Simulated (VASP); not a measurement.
# BaTiO3: single point with PBE

BaTiO3:

```
Ba Ti O
1.0
     3.92422    0.00000    0.00000
     0.00000    3.92422    0.00000
     0.00000    0.00000    3.92422
Ba Ti O
1 1 3
Direct
  0.50000 0.50000 0.50000
  0.00000 0.00000 0.00000
  0.00000 0.00000 0.50000
  0.00000 0.50000 0.00000
  0.50000 0.00000 0.00000
```

```yaml
Program: VASP 6.6.1
Task: single point
Functional: PBE
Potentials_or_basis: VASP PAW PBE potentials, release 64 (Ba_sv, Ti_sv, O)
Cutoff: 520 eV
k_mesh: 7 × 7 × 7
Occupations: fermi-dirac, width 0.05 eV
Spin: no spin polarisation
```

```
Pressure               : 16.0 GPa
Band gap on the k mesh : 1.92 eV, indirect (least direct gap 1.94 eV)
```

Levels at points of the mesh, in eV from the valence-band top:
```csv
k point,band 17,band 18,band 19,band 20,band 21,band 22,band 23,band 24
"(0.00, 0.00, 0.00)",-1.12,-0.02,-0.02,-0.02,1.92,1.92,1.92,4.38
```

Wall time 37 s on 1 thread of Intel Xeon 6975P-C, with other jobs on the host, peak memory 0.19 GiB.

Caveat: spin-orbit coupling is left out, which moves the levels of the heavy elements. As with any semilocal functional, this PBE gap is likely too small.
